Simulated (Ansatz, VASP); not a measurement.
**Be in VASP and in Ansatz**

```
CELL_PARAMETERS angstrom
3.38657 0.00000 0.00000
-1.69328 2.93285 0.00000
0.00000 0.00000 2.04643
ATOMIC_POSITIONS crystal
Be 0.00000 0.00000 0.00000
Be 0.33333 0.66667 0.50000
Be 0.66667 0.33333 0.50000
```

Change from the starting cell: volume scaled by 0.84, LAPW.

Alike in both runs: task single point; functional PBE; k mesh 10 × 10 × 14; occupations fermi-dirac, width 0.08 eV; no spin polarisation.

|  | VASP | Ansatz |
| --- | --- | --- |
| version | VASP 6.6.1 | Ansatz 0.2.0 |
| potentials or method | VASP PAW PBE potentials, release 64 (Be), cutoff 520 eV | all-electron LAPW, scalar-relativistic |

|  | VASP | Ansatz | Ansatz less VASP |
| --- | --- | --- | --- |
| pressure (GPa) | 26.6 | 26.3 | -0.33 |
| traceless stress, the component that is largest in VASP (GPa) | 0.02 | 0.05 | +0.033 |

Ansatz ran all-electron here, and VASP with PAW potentials.
